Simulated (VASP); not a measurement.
# Sb (P6_3/mmc) in VASP: further runs, part 2 of 2

VASP 6.6.1.

### 3 Single point, r2SCAN

This run uses another cell than the first one, of 23.92 Å³/atom.

Input file POSCAR:

```
Sb
1.0
    3.2498065189      0.0000000000      0.0000000000
   -1.6249032595      2.8144150028      0.0000000000
    0.0000000000      0.0000000000      5.2296803260
Sb
2
Direct
    0.3333333333      0.6666666667      0.2500000000
    0.6666666667      0.3333333333      0.7500000000
```

Input file INCAR.step1:

```
SYSTEM = Sb
PREC     = Accurate       ! precision mode
ENCUT    = 550            ! plane-wave cutoff, eV
ISMEAR   = -1             ! smearing method
SIGMA    = 0.1            ! smearing width, eV
LREAL    = .FALSE.        ! projectors in reciprocal space
LASPH    = .TRUE.         ! aspherical terms in the spheres
NELM     = 120            ! most SCF steps
NBANDS   = 12             ! bands
GGA      = PE             ! functional
ALGO     = Normal         ! electronic algorithm
EDIFF    = 1E-5           ! SCF threshold, eV
LWAVE    = .TRUE.         ! write WAVECAR
LCHARG   = .FALSE.        ! write CHGCAR
GGA_COMPAT= .FALSE.
```

Input file INCAR.step2:

```
SYSTEM = Sb
PREC     = Accurate       ! precision mode
ENCUT    = 550            ! plane-wave cutoff, eV
EDIFF    = 1E-6           ! SCF threshold, eV
ISMEAR   = -1             ! smearing method
SIGMA    = 0.1            ! smearing width, eV
LREAL    = .FALSE.        ! projectors in reciprocal space
LASPH    = .TRUE.         ! aspherical terms in the spheres
NELM     = 120            ! most SCF steps
ALGO     = Normal         ! electronic algorithm
ISIF     = 2              ! what is computed and relaxed
LWAVE    = .FALSE.        ! write WAVECAR
LCHARG   = .TRUE.         ! write CHGCAR
METAGGA  = R2SCAN         ! meta-GGA
LMIXTAU  = .TRUE.       
LELF     = .TRUE.         ! ELF
LVHAR    = .TRUE.       
NBANDS   = 12             ! bands
ISTART   = 1            
GGA_COMPAT= .FALSE.
```

Input file KPOINTS:

```
regular mesh
0
G
  8 8 5
  0 0 0
```

Potentials or basis: VASP PAW PBE potentials, release 64 (Sb).

Launch:

```bash
cat potpaw_PBE.64/Sb/POTCAR > POTCAR
cp INCAR.step1 INCAR
mpirun -np 1 vasp_std > vasp.out
cp INCAR.step2 INCAR
mpirun -np 1 vasp_std > vasp.out
```

OUTCAR:

```text
SYSTEM = Sb
   PREC = Accurate
   ENCUT = 550
   EDIFF = 1E-6
   ISMEAR = -1
   LREAL = .FALSE.
   LASPH = .TRUE.
   NELM = 120
   ISIF = 2
   METAGGA = R2SCAN
   ISTART = 1

 ion  position               nearest neighbor table
   1  0.333  0.667  0.250-   2 3.22   2 3.22   2 3.22   2 3.22   2 3.22   2 3.22
   2  0.667  0.333  0.750-   1 3.22   1 3.22   1 3.22   1 3.22   1 3.22   1 3.22

  LATTYP: Found a hexagonal cell.
 ALAT       =     3.2498065189
 C/A-ratio  =     1.6092282096

  Lattice vectors:

 A1 = (   3.2498065189,   0.0000000000,   0.0000000000)
 A2 = (  -1.6249032595,   2.8144150028,   0.0000000000)
 A3 = (   0.0000000000,   0.0000000000,   5.2296803260)

Analysis of symmetry for initial positions (statically):
=====================================================================
 Subroutine PRICEL returns:
 Original cell was already a primitive cell.

 Routine SETGRP: Setting up the symmetry group for a
 hexagonal supercell.

 Subroutine GETGRP returns: Found 24 space group operations
 (whereof 12 operations were pure point group operations)
 out of a pool of 24 trial point group operations.

The static configuration has the point symmetry D_3d.
 The point group associated with its full space group is D_6h.

Analysis of symmetry for dynamics (positions and initial velocities):
=====================================================================
 Subroutine PRICEL returns:
 Original cell was already a primitive cell.

 Routine SETGRP: Setting up the symmetry group for a
 hexagonal supercell.

 Subroutine GETGRP returns: Found 24 space group operations
 (whereof 12 operations were pure point group operations)
 out of a pool of 24 trial point group operations.

The dynamic configuration has the point symmetry D_3d.
 The point group associated with its full space group is D_6h.

 Subroutine INISYM returns: Found 24 space group operations
 (whereof 12 operations are pure point group operations),
 and found     1 'primitive' translations

----------------------------------------------------------------------------------------

                                     Primitive cell

  volume of cell :      47.8322

  direct lattice vectors                    reciprocal lattice vectors
     3.249806519  0.000000000  0.000000000     0.307710627  0.177656813  0.000000000
    -1.624903259  2.814415003  0.000000000     0.000000000  0.355313626  0.000000000
     0.000000000  0.000000000  5.229680326     0.000000000  0.000000000  0.191216277

  length of vectors
     3.249806519  3.249806519  5.229680326     0.355313626  0.355313626  0.191216277

  position of ions in fractional coordinates (direct lattice)
     0.333333333  0.666666667  0.250000000
     0.666666667  0.333333333  0.750000000

  ion indices of the primitive-cell ions
   primitive index   ion index
                 1           1
                 2           2

----------------------------------------------------------------------------------------

 KPOINTS: regular mesh

Automatic generation of k-mesh.
 Grid dimensions read from file:
 generate k-points for:    8    8    5

 Generating k-lattice:

[... 23 lines left out ...]
  0.125000  0.125000  0.000000      6.000000
[... 16 lines left out ...]
  0.250000  0.000000  0.400000     12.000000
  0.375000 -0.000000  0.400000     12.000000
 [... further k-points ...]
   k-points           NKPTS =     30   k-points in BZ     NKDIM =     30   number of bands    NBANDS=     12
   number of dos      NEDOS =    301   number of ions     NIONS =      2
   total plane-waves  NPLWV =  31360
   dimension x,y,z NGX =    28 NGY =   28 NGZ =   40
   dimension x,y,z NGXF=    56 NGYF=   56 NGZF=   80
   ions per type =               2
   NGX,Y,Z   is equivalent  to a cutoff of  14.32, 14.32, 12.72 a.u.
   NGXF,Y,Z  is equivalent  to a cutoff of  28.65, 28.65, 25.43 a.u.
 SYSTEM =  Sb
   PREC   = accura    normal or accurate (medium, high low for compatibility)
   ISTART =      1    job   : 0-new  1-cont  2-samecut
   ICHARG =      0    charge: 1-file 2-atom 10-const
   ISPIN  =      1    spin polarized calculation?
   LNONCOLLINEAR =      F non collinear calculations
   LSORBIT =      F    spin-orbit coupling
   LASPH  =      T    aspherical Exc in radial PAW
   ENCUT  =  550.0 eV  40.42 Ry    6.36 a.u.   6.21  6.21 10.00*2*pi/ulx,y,z
   NELM   =    120;   NELMIN=  2; NELMDL=  0     # of ELM steps
   EDIFF  = 0.1E-05   stopping-criterion for ELM
   LREAL  =      F    real-space projection
   EDIFFG = 0.1E-04   stopping-criterion for IOM
   NSW    =      0    number of steps for IOM
   IBRION =     -1    ionic relax: 0-MD 1-quasi-New 2-CG
   NFREE  =      0    steps in history (QN), initial steepest desc. (CG)
   ISIF   =      2    stress and relaxation
   ISYM   =      2    0-nonsym 1-usesym 2-fastsym
   POTIM  = 0.5000    time-step for ionic-motion
   TEBEG  =    0.0;   TEEND  =   0.0 temperature during run
   PSTRESS=    0.0 pullay stress
   NELECT =      10.0000    total number of electrons
   NUPDOWN=      -1.0000    fix difference up-down
   EMIN   =  10.00;   EMAX   =-10.00  energy-range for DOS
   EFERMI =   0.00;   METHOD = LEGACY
   ISMEAR =    -1;   SIGMA  =   0.10  broadening in eV -4-tet -1-fermi 0-gaus
   EFERMI_NEDOS =   21; number of points for ismear=-14 and -15
   IALGO  =     38    algorithm
   IMIX   =      4    mixing-type and parameters
     AMIX     =   0.40;   BMIX     =  1.00
     AMIX_MAG =   1.60;   BMIX_MAG =  1.00
  volume/ion in A,a.u.               =      23.92       161.39
  Fermi-wavevector in a.u.,A,eV,Ry     =   0.971631  1.836116 12.844801  0.944066
  Thomas-Fermi vector in A             =   2.101864
   LORBIT       =      0    0 simple, 1 ext, 2 COOP (PROOUT), +10 PAW based schemes
   METAGGA = R2SCAN    functional components
   LHFCALC =     F    Hartree Fock is set to
   AEXX    =    0.0000 exact exchange contribution
   IVDW    =     0    specifies the selected vdW correction
   LEPSILON=     F    determine dielectric tensor
   LRPA    =     F    only Hartree local field effects (RPA)
 non-spin polarized calculation
  energy-cutoff  :      550.00
  volume of cell :       47.83
 maximum number of plane-waves:      1430
 NGX is ok and might be reduce to    28
   NGX = 13   NGY = 13   NGZ = 21

 number of electron      10.0000001 magnetization

 Free energy of the ion-electron system (eV)
  ---------------------------------------------------
  ext. energy  EPLUGINS =         0.00000000
  ---------------------------------------------------
  free energy    TOTEN  =       -50.39897170 eV

  energy without entropy =      -50.35661560  energy(sigma->0) =      -50.37779365

 E-fermi :  10.1828     XC(G=0): -11.4035

 val. band max:       10.1375227779   @ k =   0.2500   0.1250   0.2000
 cond. band min:      10.2681507136   @ k =   0.3750   0.1250   0.4000
 fundamental gap:      0.1306279356
 Fermi energy:        10.1827682154

 k-point     1 :       0.0000    0.0000    0.0000
  band No.  band energies     occupation
      1      -4.5133      2.00000
      2       0.4239      2.00000
      3       3.1460      2.00000
      4      14.2865      0.00000
      5      14.2865      0.00000
      6      16.3549      0.00000
      7      16.3549      0.00000
      8      17.1364      0.00000
      9      18.7576      0.00000
     10      19.7142      0.00000
     11      21.0614      0.00000
     12      21.0614      0.00000
[... 331 lines left out ...]
 k-point    24 :       0.3750   -0.0000    0.4000
  band No.  band energies     occupation
      1      -0.7503      2.00000
      2       0.3581      2.00000
      3       5.1283      2.00000
      4       6.2348      2.00000
      5      10.5389      0.05521
      6      11.7111      0.00000
      7      12.8612      0.00000
      8      12.9216      0.00000
      9      15.9025      0.00000
     10      16.9397      0.00000
     11      17.7935      0.00000
     12      20.3686      0.00000

 [... further k-points ...]

------------------------ aborting loop because EDIFF is reached ----------------------------------------

  FORCE on cell =-STRESS in cart. coord.  units (eV):
  Direction    XX          YY          ZZ          XY          YZ          ZX
  --------------------------------------------------------------------------------------
  -------------------------------------------------------------------------------------
  Total        2.9733784      2.9733784      2.9754390     -0.0000000      0.0000000      0.0000000
  in kB       99.5955605     99.5955605     99.6645831     -0.0000000      0.0000000      0.0000000
  external PRESSURE =      99.6185680 kB  Pullay stress =       0.0000000 kB

 VOLUME and BASIS-vectors are now :
 -----------------------------------------------------------------------------
  energy-cutoff  :      550.00
  volume of cell :       47.83
      direct lattice vectors                 reciprocal lattice vectors
     3.249806519  0.000000000  0.000000000     0.307710627  0.177656813  0.000000000
    -1.624903259  2.814415003  0.000000000     0.000000000  0.355313626  0.000000000
     0.000000000  0.000000000  5.229680326     0.000000000  0.000000000  0.191216277

 POSITION                                       TOTAL-FORCE (eV/Angst)
 -----------------------------------------------------------------------------------
     -0.00000      1.87628      1.30742         0.000000      0.000000      0.000000
      1.62490      0.93814      3.92226         0.000000     -0.000000      0.000000
 -----------------------------------------------------------------------------------
    total drift:                               -0.000000      0.000000     -0.000000

  FREE ENERGIE OF THE ION-ELECTRON SYSTEM (eV)
  ---------------------------------------------------
  free  energy   TOTEN  =       -50.3989716950 eV

  energy  without entropy=      -50.3566155985  energy(sigma->0) =      -50.37779365
```

Run time: 70 s. Hardware: 1 thread of Intel Xeon Platinum 8488C (Sapphire Rapids), shared host; peak memory 0.18 GiB.

Results:

| Item | Value |
| --- | --- |
| Free energy | -50.3990 eV |
| Pressure | 10.0 GPa |
| Band gap on the k mesh | zero (bands 5 and 6 overlap by 7.41 eV) |

Levels at points of the mesh, in eV from the Fermi level:
| k point | band 1 | band 2 | band 3 | band 4 | band 5 | band 6 | band 7 | band 8 | band 9 | band 10 |
| --- | --- | --- | --- | --- | --- | --- | --- | --- | --- | --- |
| (0.00, 0.00, 0.00) | -14.70 | -9.76 | -7.04 | 4.10 | 4.10 | 6.17 | 6.17 | 6.95 | 8.57 | 9.53 |
| (0.50, 0.00, 0.00) | -10.33 | -8.85 | -4.64 | -3.53 | -2.92 | -0.38 | 0.18 | 4.41 | 4.59 | 8.42 |

Caveat: the cell stands under pressure; the PAW data sets were made with another functional, which shifts forces and pressure a little; spin-orbit coupling is left out, which moves the levels of the heavy elements.

### 4 Single point, r2SCAN

This run uses another cell than the first one, of 25.18 Å³/atom.

Input file POSCAR:

```
Sb
1.0
    3.3028952727      0.0000000000      0.0000000000
   -1.6514476363      2.8603912122      0.0000000000
    0.0000000000      0.0000000000      5.3306439797
Sb
2
Direct
    0.3333333333      0.6666666667      0.2500000000
    0.6666666667      0.3333333333      0.7500000000
```

Input file INCAR.step1:

```
SYSTEM = Sb
PREC = Accurate ; ENCUT = 550
ISMEAR = -1 ; SIGMA = 0.1
LREAL = .FALSE. ; LASPH = .TRUE.
NELM = 120 ; NBANDS = 12
GGA = PE ; ALGO = Normal
EDIFF = 1E-5 ; LWAVE = .TRUE.
LCHARG = .FALSE. ; GGA_COMPAT = .FALSE.
```

Input file INCAR.step2:

```
SYSTEM = Sb
PREC = Accurate ; ENCUT = 550
EDIFF = 1E-6 ; ISMEAR = -1
SIGMA = 0.1 ; LREAL = .FALSE.
LASPH = .TRUE. ; NELM = 120
ALGO = Normal ; ISIF = 2
LWAVE = .FALSE. ; LCHARG = .TRUE.
METAGGA = R2SCAN ; LMIXTAU = .TRUE.
LELF = .TRUE. ; LVHAR = .TRUE.
NBANDS = 12 ; ISTART = 1
GGA_COMPAT = .FALSE.
```

Input file KPOINTS:

```
Automatic mesh
0
G
  8 8 5
  0 0 0
```

Launch:

```bash
cat potpaw_PBE.64/Sb/POTCAR > POTCAR
cp INCAR.step1 INCAR
mpirun -np 1 vasp_std > vasp.out
cp INCAR.step2 INCAR
mpirun -np 1 vasp_std > vasp.out
```

It took 75 s on 1 thread of Intel Xeon Platinum 8488C (Sapphire Rapids), shared host; peak memory 0.18 GiB.

The run converged. Its results:

```
Free energy            : -50.5147 eV
Pressure               : 4.9 GPa
Band gap on the k mesh : zero (bands 5 and 6 overlap by 6.98 eV)
```

Levels at points of the mesh, in eV from the Fermi level:
```
           k point  band 3  band 4  band 5  band 6  band 7  band 8
(0.00, 0.00, 0.00)   -6.67    3.88    3.88    5.82    5.82    6.42
(0.50, 0.00, 0.00)   -4.62   -3.43   -2.75   -0.29    0.21    4.12
```

Caveat: the cell stands under pressure; the PAW data sets were made with another functional, which shifts forces and pressure a little; spin-orbit coupling is left out, which moves the levels of the heavy elements.

### 5 Single point, r2SCAN

This run uses another cell than the first one, of 26.94 Å³/atom.

Input file POSCAR:

```
Sb
1.0
    3.3675835071      0.0000000000      0.0000000000
   -1.6837917536      2.9164128665      0.0000000000
    0.0000000000      0.0000000000      5.4866616586
Sb
2
Direct
    0.3333333333      0.6666666667      0.2500000000
    0.6666666667      0.3333333333      0.7500000000
```

Input file INCAR.step1:

```
PREC = Accurate ; ENCUT = 550
ISMEAR = -1 ; SIGMA = 0.1
LREAL = False ; LASPH = True
NELM = 120 ; NBANDS = 12
GGA = PE ; ALGO = Normal
EDIFF = 1E-5 ; LWAVE = True
LCHARG = False ; GGA_COMPAT = False
```

Input file INCAR.step2:

```
PREC = Accurate ; ENCUT = 550
EDIFF = 1E-6 ; ISMEAR = -1
SIGMA = 0.1 ; LREAL = False
LASPH = True ; NELM = 120
ALGO = Normal ; ISIF = 2
LWAVE = False ; LCHARG = False
METAGGA = R2SCAN ; LMIXTAU = True
NBANDS = 12 ; ISTART = 1
GGA_COMPAT = False
```

Input file KPOINTS:

```
Automatic mesh
0
Gamma
  8 8 5
```

Launch:

```bash
cat potpaw_PBE.64/Sb/POTCAR > POTCAR
cp INCAR.step1 INCAR
mpirun -np 1 vasp_std > vasp.out
cp INCAR.step2 INCAR
mpirun -np 1 vasp_std > vasp.out
```

It took 68 s on 1 thread of Intel Xeon Platinum 8488C (Sapphire Rapids), shared host; peak memory 0.18 GiB.

Results (log left out):

```yaml
Free_energy: -50.5639 eV
Pressure: -0.1 GPa
Band_gap_on_the_k_mesh: zero (bands 5 and 6 overlap by 6.50 eV)
```

Stress tensor (GPa, compression positive):
```
-0.07  0.00  0.00
 0.00 -0.07  0.00
 0.00  0.00 -0.16
```

Levels at points of the mesh, in eV from the Fermi level:
```tsv
k point	band 2	band 3	band 4	band 5	band 6	band 7	band 8	band 9
(0.00, 0.00, 0.00)	-9.60	-6.21	3.66	3.66	5.41	5.41	5.69	8.19
(0.50, 0.00, 0.00)	-8.45	-4.57	-3.32	-2.52	-0.16	0.28	3.76	4.71
```

Caveat: the PAW data sets were made with another functional, which shifts forces and pressure a little; spin-orbit coupling is left out, which moves the levels of the heavy elements.

### 6 Overview

| cell | gap on the mesh (eV) | pressure (GPa) |
| --- | --- | --- |
| a = 3.169, b = 3.169, c = 5.081 Å, angles 90.0, 90.0, 120.0°, 2 atoms | none | 20.1 |
| a = 3.250, b = 3.250, c = 5.230 Å, angles 90.0, 90.0, 120.0°, 2 atoms | none | 10.0 |
| a = 3.303, b = 3.303, c = 5.331 Å, angles 90.0, 90.0, 120.0°, 2 atoms | none | 4.9 |
| a = 3.368, b = 3.368, c = 5.487 Å, angles 90.0, 90.0, 120.0°, 2 atoms | none | -0.1 |

Alike in all rows: task single point; level r2SCAN; potentials or basis VASP PAW PBE potentials, release 64 (Sb); no spin polarisation; k mesh 8 × 8 × 5; cutoff (eV) 550; smearing fermi-dirac 0.1 eV.

Caveats: the PAW data sets were made with another functional, which shifts forces and pressure a little; spin-orbit coupling is left out, which moves the levels of the heavy elements; the cell stands under pressure (at least some runs).

Absolute energies hang on the potentials; compare differences alone.
